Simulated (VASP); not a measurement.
# Ni2Ge (P6_3/mmc) in VASP: further runs

Ni2Ge is run at these levels: PBEsol; tasks: single point.

Everything below comes from runs of VASP 6.6.1. Logs are shortened: lines on timing, memory, paths and dates and some standing lists are left out, and cuts for length are marked.

## Step 1: The cell of the first run

Symmetry: P6_3/mmc, No. 194, hexagonal system. The conventional cell has a = 4.193 Å, b = 4.193 Å, c = 4.499 Å, α = 90.00°, β = 90.00°, γ = 120.00°. Ni (site symmetry -6m2) has 5 Ge at 2.25 to 2.42 Å and 6 Ni at 2.67 Å within 3.0 Å. Ni (site symmetry -3m) has 8 Ni at 2.25 to 2.67 Å and 6 Ge at 2.67 Å within 3.0 Å. Within 3.0 Å of Ge (site symmetry -6m2) lie 11 Ni at 2.25 to 2.67 Å.

## Step 2: Single point, PBEsol

The input, INCAR:

```
PREC = Accurate
ENCUT = 520
EDIFF = 1E-6
ISMEAR = 0
SIGMA = 0.15
LREAL = False
LASPH = True
NELM = 80
ALGO = Fast
ISIF = 2
LWAVE = False
LCHARG = True
GGA = PS
LELF = True
LVHAR = True
NBANDS = 43
```

The input, KPOINTS:

```
regular mesh
0
Gamma
  18 18 10
```

The input, POSCAR:

```
Ni2Ge
1.0
    4.1930708608      0.0000000000      0.0000000000
   -2.0965354304      3.6313058853      0.0000000000
    0.0000000000      0.0000000000      4.4992013365
Ni Ge
4 2
Direct
    0.6666666667      0.3333333333      0.2500000000
    0.3333333333      0.6666666667      0.7500000000
    0.0000000000      0.0000000000      0.0000000000
    0.0000000000      0.0000000000      0.5000000000
    0.6666666667      0.3333333333      0.7500000000
    0.3333333333      0.6666666667      0.2500000000
```

Potentials or basis: VASP PAW PBE potentials, release 64 (Ni, Ge_d).

Launch:

```console
$ cat potpaw_PBE.64/Ni/POTCAR potpaw_PBE.64/Ge_d/POTCAR > POTCAR
$ mpirun -np 1 vasp_std > vasp.out
```

OUTCAR:

```text
PREC = Accurate
   ENCUT = 520
   EDIFF = 1E-6
   ISMEAR = 0
   LREAL = False
   LASPH = True
   NELM = 80
   ISIF = 2
   GGA = PS

 ion  position               nearest neighbor table
   1  0.667  0.333  0.250-   5 2.25   5 2.25   6 2.42   6 2.42   6 2.42   3 2.67   4 2.67   3 2.67
                             4 2.67   3 2.67   4 2.67
   2  0.333  0.667  0.750-   6 2.25   6 2.25   5 2.42   5 2.42   5 2.42   3 2.67   4 2.67   4 2.67
                             3 2.67   4 2.67   3 2.67
   3  0.000  0.000  0.000-   4 2.25   4 2.25   1 2.67   5 2.67   6 2.67   2 2.67   2 2.67   6 2.67
                             1 2.67   5 2.67   1 2.67   5 2.67   2 2.67   6 2.67
   4  0.000  0.000  0.500-   3 2.25   3 2.25   1 2.67   5 2.67   6 2.67   2 2.67   2 2.67   6 2.67
                             1 2.67   5 2.67   1 2.67   5 2.67   2 2.67   6 2.67
   5  0.667  0.333  0.750-   1 2.25   1 2.25   2 2.42   2 2.42   2 2.42   3 2.67   4 2.67   3 2.67
                             4 2.67   3 2.67   4 2.67
   6  0.333  0.667  0.250-   2 2.25   2 2.25   1 2.42   1 2.42   1 2.42   3 2.67   4 2.67   4 2.67
                             3 2.67   4 2.67   3 2.67

  LATTYP: Found a hexagonal cell.
 ALAT       =     4.1930708608
 C/A-ratio  =     1.0730086578

  Lattice vectors:

 A1 = (   4.1930708608,   0.0000000000,   0.0000000000)
 A2 = (  -2.0965354304,   3.6313058853,   0.0000000000)
 A3 = (   0.0000000000,   0.0000000000,   4.4992013365)

Analysis of symmetry for initial positions (statically):
=====================================================================
 Subroutine PRICEL returns:
 Original cell was already a primitive cell.

 Routine SETGRP: Setting up the symmetry group for a
 hexagonal supercell.

 Subroutine GETGRP returns: Found 24 space group operations
 (whereof 12 operations were pure point group operations)
 out of a pool of 24 trial point group operations.

The static configuration has the point symmetry D_3d.
 The point group associated with its full space group is D_6h.

Analysis of symmetry for dynamics (positions and initial velocities):
=====================================================================
 Subroutine PRICEL returns:
 Original cell was already a primitive cell.

 Routine SETGRP: Setting up the symmetry group for a
 hexagonal supercell.

 Subroutine GETGRP returns: Found 24 space group operations
 (whereof 12 operations were pure point group operations)
 out of a pool of 24 trial point group operations.

The dynamic configuration has the point symmetry D_3d.
 The point group associated with its full space group is D_6h.

 Subroutine INISYM returns: Found 24 space group operations
 (whereof 12 operations are pure point group operations),
 and found     1 'primitive' translations

----------------------------------------------------------------------------------------

                                     Primitive cell

  volume of cell :      68.5063

  direct lattice vectors                    reciprocal lattice vectors
     4.193070861  0.000000000  0.000000000     0.238488696  0.137691513  0.000000000
    -2.096535430  3.631305885  0.000000000     0.000000000  0.275383025  0.000000000
     0.000000000  0.000000000  4.499201336     0.000000000  0.000000000  0.222261669

  length of vectors
     4.193070861  4.193070861  4.499201336     0.275383025  0.275383025  0.222261669

  position of ions in fractional coordinates (direct lattice)
     0.666666667  0.333333333  0.250000000
     0.333333333  0.666666667  0.750000000
     0.000000000  0.000000000  0.000000000
     0.000000000  0.000000000  0.500000000
     0.666666667  0.333333333  0.750000000
     0.333333333  0.666666667  0.250000000

  ion indices of the primitive-cell ions
   primitive index   ion index
                 1           1
                 2           2
                 3           3
                 4           4
                 5           5
                 6           6

----------------------------------------------------------------------------------------

 KPOINTS: regular mesh

Automatic generation of k-mesh.
 Grid dimensions read from file:
 generate k-points for:   18   18   10

 Generating k-lattice:

  Cartesian coordinates                     Fractional coordinates (reciprocal lattice)
     0.013249372  0.007649528  0.000000000     0.055555556  0.000000000  0.000000000
     0.000000000  0.015299057  0.000000000     0.000000000  0.055555556  0.000000000
     0.000000000  0.000000000  0.022226167     0.000000000  0.000000000  0.100000000

  Length of vectors
     0.015299057  0.015299057  0.022226167

  Shift w.r.t. Gamma in fractional coordinates (k-lattice)
     0.000000000  0.000000000  0.000000000

 Subroutine IBZKPT returns following result:
 ===========================================

 Found    222 irreducible k-points:

 Following reciprocal coordinates:
            Coordinates               Weight
  0.000000  0.000000  0.000000      1.000000
  0.055556  0.000000  0.000000      6.000000
  0.111111  0.000000  0.000000      6.000000
  0.166667  0.000000  0.000000      6.000000
  0.222222  0.000000  0.000000      6.000000
  0.277778  0.000000  0.000000      6.000000
[... 16 lines left out ...]
  0.333333  0.111111  0.000000     12.000000
  0.388889  0.111111  0.000000     12.000000
 [... further k-points ...]
   k-points           NKPTS =    222   k-points in BZ     NKDIM =    222   number of bands    NBANDS=     43
   number of dos      NEDOS =    301   number of ions     NIONS =      6
   total plane-waves  NPLWV =  36864
   dimension x,y,z NGX =    32 NGY =   32 NGZ =   36
   dimension x,y,z NGXF=    64 NGYF=   64 NGZF=   72
   ions per type =               4   2
   NGX,Y,Z   is equivalent  to a cutoff of  12.69, 12.69, 13.30 a.u.
   NGXF,Y,Z  is equivalent  to a cutoff of  25.37, 25.37, 26.60 a.u.
 SYSTEM =  unknown system
   PREC   = accura    normal or accurate (medium, high low for compatibility)
   ISTART =      0    job   : 0-new  1-cont  2-samecut
   ICHARG =      2    charge: 1-file 2-atom 10-const
   ISPIN  =      1    spin polarized calculation?
   LNONCOLLINEAR =      F non collinear calculations
   LSORBIT =      F    spin-orbit coupling
   LASPH  =      T    aspherical Exc in radial PAW
   ENCUT  =  520.0 eV  38.22 Ry    6.18 a.u.   7.80  7.80  8.37*2*pi/ulx,y,z
   NELM   =     80;   NELMIN=  2; NELMDL= -5     # of ELM steps
   EDIFF  = 0.1E-05   stopping-criterion for ELM
   LREAL  =      F    real-space projection
   EDIFFG = 0.1E-04   stopping-criterion for IOM
   NSW    =      0    number of steps for IOM
   IBRION =     -1    ionic relax: 0-MD 1-quasi-New 2-CG
   NFREE  =      0    steps in history (QN), initial steepest desc. (CG)
   ISIF   =      2    stress and relaxation
   ISYM   =      2    0-nonsym 1-usesym 2-fastsym
   POTIM  = 0.5000    time-step for ionic-motion
   TEBEG  =    0.0;   TEEND  =   0.0 temperature during run
   PSTRESS=    0.0 pullay stress
   NELECT =      68.0000    total number of electrons
   NUPDOWN=      -1.0000    fix difference up-down
   EMIN   =  10.00;   EMAX   =-10.00  energy-range for DOS
   EFERMI =   0.00;   METHOD = LEGACY
   ISMEAR =     0;   SIGMA  =   0.15  broadening in eV -4-tet -1-fermi 0-gaus
   EFERMI_NEDOS =   21; number of points for ismear=-14 and -15
   IALGO  =     68    algorithm
   IMIX   =      4    mixing-type and parameters
     AMIX     =   0.40;   BMIX     =  1.00
     AMIX_MAG =   1.60;   BMIX_MAG =  1.00
  volume/ion in A,a.u.               =      11.42        77.05
  Fermi-wavevector in a.u.,A,eV,Ry     =   1.633056  3.086028 36.284979  2.666871
  Thomas-Fermi vector in A             =   2.724924
   LORBIT       =      0    0 simple, 1 ext, 2 COOP (PROOUT), +10 PAW based schemes
   GGA     = PS    functional components
   LHFCALC =     F    Hartree Fock is set to
   AEXX    =    0.0000 exact exchange contribution
   IVDW    =     0    specifies the selected vdW correction
   LEPSILON=     F    determine dielectric tensor
   LRPA    =     F    only Hartree local field effects (RPA)
 non-spin polarized calculation
 RMM-DIIS sequential band-by-band and
 Gauss-broadening in eV      SIGMA  =   0.15
  energy-cutoff  :      520.00
  volume of cell :       68.51
 maximum number of plane-waves:      1877
 NGX is ok and might be reduce to    32

 number of electron      67.9999988 magnetization

 Free energy of the ion-electron system (eV)
  ---------------------------------------------------
  ext. energy  EPLUGINS =         0.00000000
  ---------------------------------------------------
  free energy    TOTEN  =       -35.35536343 eV

  energy without entropy =      -35.31336302  energy(sigma->0) =      -35.33436322

 E-fermi :  10.2941     XC(G=0): -13.5003

 val. band max:       10.2926033726   @ k =   0.2222   0.1111   0.3000
 cond. band min:      10.2998556375   @ k =   0.3333   0.0556   0.0000
 fundamental gap:      0.0072522650
 Fermi energy:        10.2941419072

 k-point     1 :       0.0000    0.0000    0.0000
  band No.  band energies     occupation
      1     -14.5399      2.00000
      2     -14.5217      2.00000
      3     -14.4851      2.00000
      4     -14.4851      2.00000
      5     -14.4524      2.00000
      6     -14.4524      2.00000
[... 35 lines left out ...]
     42      15.1957      0.00000
     43      19.3008      0.00000

 k-point     2 :       0.0556    0.0000    0.0000
  band No.  band energies     occupation
      1     -14.5398      2.00000
      2     -14.5217      2.00000
      3     -14.4853      2.00000
      4     -14.4849      2.00000
      5     -14.4532      2.00000
      6     -14.4532      2.00000
[... 35 lines left out ...]
     42      15.2182      0.00000
     43      19.1054      0.00000

 k-point     3 :       0.1111    0.0000    0.0000
  band No.  band energies     occupation
      1     -14.5393      2.00000
      2     -14.5219      2.00000
      3     -14.4858      2.00000
      4     -14.4842      2.00000
      5     -14.4544      2.00000
      6     -14.4540      2.00000
[... 35 lines left out ...]
     42      15.3133      0.00000
     43      18.6343      0.00000

 k-point     4 :       0.1667    0.0000    0.0000
  band No.  band energies     occupation
      1     -14.5386      2.00000
      2     -14.5223      2.00000
      3     -14.4866      2.00000
      4     -14.4833      2.00000
      5     -14.4558      2.00000
      6     -14.4547      2.00000
[... 863 lines left out ...]
     42      17.0975      0.00000
     43      18.9420      0.00000

 k-point    23 :       0.3333    0.1111    0.0000
  band No.  band energies     occupation
      1     -14.5337      2.00000
      2     -14.5251      2.00000
      3     -14.4917      2.00000
      4     -14.4766      2.00000
      5     -14.4614      2.00000
      6     -14.4548      2.00000
[... 35 lines left out ...]
     42      17.3064      0.00000
     43      18.8544      0.00000

 k-point    24 :       0.3889    0.1111    0.0000
  band No.  band energies     occupation
      1     -14.5328      2.00000
      2     -14.5258      2.00000
      3     -14.4923      2.00000
      4     -14.4758      2.00000
      5     -14.4619      2.00000
      6     -14.4548      2.00000
[... 35 lines left out ...]
     42      17.7377      0.00000
     43      18.8292      0.00000

 [... further k-points ...]

------------------------ aborting loop because EDIFF is reached ----------------------------------------

  FORCE on cell =-STRESS in cart. coord.  units (eV):
  Direction    XX          YY          ZZ          XY          YZ          ZX
  --------------------------------------------------------------------------------------
  -------------------------------------------------------------------------------------
  Total       -5.7102432     -5.7102432     17.8150830      0.0000000      0.0000000      0.0000000
  in kB     -133.5471818   -133.5471818    416.6467211      0.0000000      0.0000000      0.0000000
  external PRESSURE =      49.8507858 kB  Pullay stress =       0.0000000 kB

 VOLUME and BASIS-vectors are now :
 -----------------------------------------------------------------------------
  energy-cutoff  :      520.00
  volume of cell :       68.51
      direct lattice vectors                 reciprocal lattice vectors
     4.193070861  0.000000000  0.000000000     0.238488696  0.137691513  0.000000000
    -2.096535430  3.631305885  0.000000000     0.000000000  0.275383025  0.000000000
     0.000000000  0.000000000  4.499201336     0.000000000  0.000000000  0.222261669

 POSITION                                       TOTAL-FORCE (eV/Angst)
 -----------------------------------------------------------------------------------
      2.09654      1.21044      1.12480        -0.000000      0.000000      0.000000
     -0.00000      2.42087      3.37440         0.000000     -0.000000      0.000000
      0.00000      0.00000      0.00000        -0.000000     -0.000000      0.000000
      0.00000      0.00000      2.24960        -0.000000     -0.000000      0.000000
      2.09654      1.21044      3.37440        -0.000000     -0.000000      0.000000
     -0.00000      2.42087      1.12480         0.000000      0.000000     -0.000000
 -----------------------------------------------------------------------------------
    total drift:                                0.000000     -0.000000      0.000000

  FREE ENERGIE OF THE ION-ELECTRON SYSTEM (eV)
  ---------------------------------------------------
  free  energy   TOTEN  =       -35.3553634252 eV

  energy  without entropy=      -35.3133630168  energy(sigma->0) =      -35.33436322
```

Wall time 13 min (1 thread of Intel Xeon 6975P-C (Granite Rapids), shared host); peak memory 0.57 GiB.

Results:

```yaml
Free_energy: -35.3554 eV
Pressure: 5.0 GPa
Band_gap_on_the_k_mesh: zero (band 34 reaches 11.83 eV, above the bottom of band 35 at 9.97 eV)
```

Stress tensor (GPa, compression positive):
```
-13.35   0.00   0.00
  0.00 -13.35   0.00
  0.00   0.00  41.66
```

Caveat: the PAW data sets were made with another functional, which shifts forces and pressure a little. Spin polarisation is off, so any magnetic state and its effect on volume and gap are missing.

## Step 3: Single point, PBEsol

This run uses another cell than the first one, of the same volume but with other edges.

The input, INCAR:

```
SYSTEM = Ni2Ge
PREC = Accurate
ENCUT = 520
EDIFF = 1E-6
ISMEAR = 0
SIGMA = 0.15
LREAL = .False.
LASPH = .True.
NELM = 100
ALGO = Fast
ISIF = 2
LWAVE = .False.
LCHARG = .True.
GGA = PS
LELF = .True.
LVHAR = .True.
NBANDS = 43
```

The input, KPOINTS:

```
regular mesh
0
Gamma
  18 18 10
  0 0 0
```

Changes to POSCAR since step 2:

```diff
@@ -2,5 +2,5 @@
 1.0
-    4.1930708608      0.0000000000      0.0000000000
-   -2.0965354304      3.6313058853      0.0000000000
-    0.0000000000      0.0000000000      4.4992013365
+    3.7377601404      0.0000000000      0.0000000000
+   -1.8688800702      3.2369952348      0.0000000000
+    0.0000000000      0.0000000000      5.6620926938
 Ni Ge
```

Potentials or basis: VASP PAW PBE potentials, release 64 (Ni, Ge_d).

Launch:

```console
$ cat potpaw_PBE.64/Ni/POTCAR potpaw_PBE.64/Ge_d/POTCAR > POTCAR
$ mpirun -np 1 vasp_std > vasp.out
```

OUTCAR:

```text
SYSTEM = Ni2Ge
   PREC = Accurate
   ENCUT = 520
   EDIFF = 1E-6
   ISMEAR = 0
   LREAL = .False.
   LASPH = .True.
   NELM = 100
   ISIF = 2
   GGA = PS

 ion  position               nearest neighbor table
   1  0.667  0.333  0.250-   6 2.16   6 2.16   6 2.16   3 2.58   4 2.58   3 2.58   4 2.58   3 2.58
                             4 2.58   5 2.83   5 2.83
   2  0.333  0.667  0.750-   5 2.16   5 2.16   5 2.16   3 2.58   4 2.58   4 2.58   3 2.58   4 2.58
                             3 2.58   6 2.83   6 2.83
   3  0.000  0.000  0.000-   1 2.58   2 2.58   5 2.58   6 2.58   2 2.58   6 2.58   1 2.58   5 2.58
[... 1322 lines left out ...]
  -------------------------------------------------------------------------------------
  Total        9.5731544      9.5731544     -4.9474239      0.0000000     -0.0000000     -0.0000000
  in kB      223.8902496    223.8902496   -115.7068960      0.0000000     -0.0000000     -0.0000000
  external PRESSURE =     110.6912011 kB  Pullay stress =       0.0000000 kB

 VOLUME and BASIS-vectors are now :
 -----------------------------------------------------------------------------
  energy-cutoff  :      520.00
  volume of cell :       68.51
      direct lattice vectors                 reciprocal lattice vectors
     3.737760140  0.000000000  0.000000000     0.267539907  0.154464237  0.000000000
    -1.868880070  3.236995235  0.000000000     0.000000000  0.308928475  0.000000000
     0.000000000  0.000000000  5.662092694     0.000000000  0.000000000  0.176613145

 POSITION                                       TOTAL-FORCE (eV/Angst)
 -----------------------------------------------------------------------------------
      1.86888      1.07900      1.41552         0.000000     -0.000000      0.000000
     -0.00000      2.15800      4.24657        -0.000000      0.000000      0.000000
      0.00000      0.00000      0.00000        -0.000000      0.000000      0.000000
      0.00000      0.00000      2.83105        -0.000000      0.000000      0.000000
      1.86888      1.07900      4.24657        -0.000000     -0.000000     -0.000000
     -0.00000      2.15800      1.41552         0.000000      0.000000     -0.000000
 -----------------------------------------------------------------------------------
    total drift:                               -0.000000      0.000000      0.000000

  FREE ENERGIE OF THE ION-ELECTRON SYSTEM (eV)
  ---------------------------------------------------
  free  energy   TOTEN  =       -35.5455215910 eV

  energy  without entropy=      -35.5088694159  energy(sigma->0) =      -35.52719550
```

stdout:

```text
POSCAR found type information on POSCAR NiGe
 POSCAR found :  2 types and       6 ions
 scaLAPACK will be used
 -----------------------------------------------------------------------------
|                                                                             |
|                                                                             |
|     You enforced a specific xc type in the INCAR file but a different       |
|     I HOPE YOU KNOW WHAT YOU ARE DOING!                                     |
|                                                                             |
 -----------------------------------------------------------------------------

 LDA part: xc-table for (Slater+PW92), standard interpolation
 POSCAR, INCAR and KPOINTS ok, starting setup
 FFT: planning ... GRIDC
 FFT: planning ... GRID_SOFT
 FFT: planning ... GRID
 WAVECAR not read
 entering main loop
WARNING in EDDRMM: call to ZHEGV failed, returncode =   6  3     29
WARNING in EDDRMM: call to ZHEGV failed, returncode =   6  3     40
WARNING in EDDRMM: call to ZHEGV failed, returncode =   6  3     16
WARNING in EDDRMM: call to ZHEGV failed, returncode =   6  3     28
WARNING in EDDRMM: call to ZHEGV failed, returncode =   6  3     34
WARNING in EDDRMM: call to ZHEGV failed, returncode =   6  3     24
WARNING in EDDRMM: call to ZHEGV failed, returncode =   6  3     36
```

Run time: 14 min. Hardware: 1 thread of Intel Xeon 6975P-C (Granite Rapids), shared host; peak memory 0.57 GiB.

What came out:

```yaml
Free_energy: -35.5455 eV
Pressure: 11.1 GPa
Band_gap_on_the_k_mesh: zero (band 34 reaches 13.22 eV, above the bottom of band 35 at 9.54 eV)
```

Caveat: the PAW data sets were made with another functional, which shifts forces and pressure a little. Spin polarisation is off, so any magnetic state and its effect on volume and gap are missing.
